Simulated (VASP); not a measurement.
A run of VASP 6.6.1 is set up as follows.

Contents of INCAR:

```
SYSTEM = Be
PREC = Accurate ; ENCUT = 520
EDIFF = 1E-6 ; ISMEAR = -1
SIGMA = 0.17 ; LREAL = Auto
LASPH = .True. ; NELM = 100
ALGO = Normal ; ISIF = 2
LWAVE = .False. ; LCHARG = .False.
GGA = PS ; NBANDS = 60
```

Contents of KPOINTS:

```
Automatic mesh
0
Gamma
  2 2 2
  0 0 0
```

POSCAR

```
Be
1.0
    6.8700000000      0.0000000000      0.0000000000
   -3.4350000000      5.9495950000      0.0000000000
    0.0000000000      0.0000000000      7.1768600000
Be
36
Direct
   -0.0090110294      0.0022690620     -0.0066045597
    0.1325144784      0.2275617080      0.2184660144
    0.0104779472      0.0056138275      0.4841393033
    0.1204836569      0.2208217534      0.7197158646
   -0.0019718858      0.3311653987     -0.0060332792
    0.1543509428      0.5670133849      0.2195807080
    0.0618045242      0.3968841577      0.4669033533
    0.0889245975      0.5465245954      0.7222796599
    0.0953244120      0.7089894354     -0.0143098793
    0.1775786372      0.9291892978      0.2595842750
    0.0308952499      0.7175110239      0.4780084884
    0.1327889326      0.9059272102      0.7332175910
    0.3513260887      0.0221863841     -0.0062840852
    0.4819769614      0.2334444613      0.2277319050
    0.3311380966     -0.0047398184      0.4824254618
    0.4951285684      0.2673459286      0.7256516081
    0.3981066275      0.3436368358     -0.0113559412
    0.4498010861      0.5625424924      0.1964368819
    0.3119408864      0.3160215107      0.4398999005
    0.4319687250      0.5168923263      0.7236033586
    0.3506041771      0.6571035507     -0.0347366397
    0.4617034341      0.8909177852      0.2383075607
    0.4107366749      0.7247047908      0.5327817458
    0.4316340600      0.9061793282      0.7313504792
    0.6147881610     -0.0066391074      0.0012122293
    0.7741638854      0.1793903619      0.2218100952
    0.6621660653      0.0590628438      0.4928757144
    0.8108915175      0.2261498472      0.7420794052
    0.7128431263      0.3411156558     -0.0010589589
    0.8227447443      0.5412973488      0.2179504686
    0.6666319502      0.3147777286      0.4810460285
    0.7950581779      0.5780057298      0.7069804901
    0.7065622902      0.7151915382     -0.0336637471
    0.7705872410      0.8897916581      0.2528961133
    0.6780044816      0.6168823256      0.4611069465
    0.7641449919      0.8925985718      0.7250245929
```

Potentials or basis: VASP PAW PBE potentials, release 64 (Be).

Launch:

```console
$ cat potpaw_PBE.64/Be/POTCAR > POTCAR
$ mpirun -np 1 vasp_std > vasp.out
```

Predict the band gap on the k mesh.

zero (bands 36 and 37 overlap by 0.75 eV).

What does it give for the pressure?

3.4 GPa.

What does it give for the largest force?

3.899 eV/Å.

Forces on the atoms (eV/Å):
```
Be   0.902  0.529 -0.483
Be  -0.586 -0.017 -0.425
Be  -0.295  0.259 -0.196
Be   0.069  0.279  0.474
Be   1.074  0.496 -0.732
Be  -0.700  0.214  0.410
Be  -0.747 -1.558  0.384
Be   1.326  0.922  0.658
Be  -2.464 -0.805 -0.017
Be  -2.124 -0.777 -2.470
Be   0.410 -2.301  0.012
Be  -0.919 -0.083  0.417
Be  -0.748  0.352 -0.523
Be   0.035  0.248  0.484
Be   1.063  1.301  1.351
Be  -0.097 -1.965  0.274
Be  -1.279  0.444 -1.391
Be   1.109  0.190  1.837
Be   1.626  0.914  1.908
Be   0.236  1.702 -0.118
Be   0.380 -0.097 -0.077
Be  -0.733 -0.472  0.738
Be  -0.067 -1.643 -3.051
Be   0.693  0.809  1.936
Be   3.300  0.328 -1.802
Be   0.204  2.379  1.054
Be   2.327 -3.123  0.200
Be  -0.969  0.104 -0.243
Be  -1.270 -0.095 -1.748
Be  -0.409  0.862  0.791
Be  -0.303  3.198 -0.435
Be   0.412 -0.084  1.251
Be  -0.485 -2.353  0.794
Be   0.686 -0.781 -0.576
Be  -1.595  0.725 -0.230
Be  -0.060 -0.104 -0.452
```

Caveat: the k points lie up to 0.53 Å⁻¹ apart, too coarse for converged energies and pressures of a metal; the PAW data sets were made with another functional, which shifts forces and pressure a little.
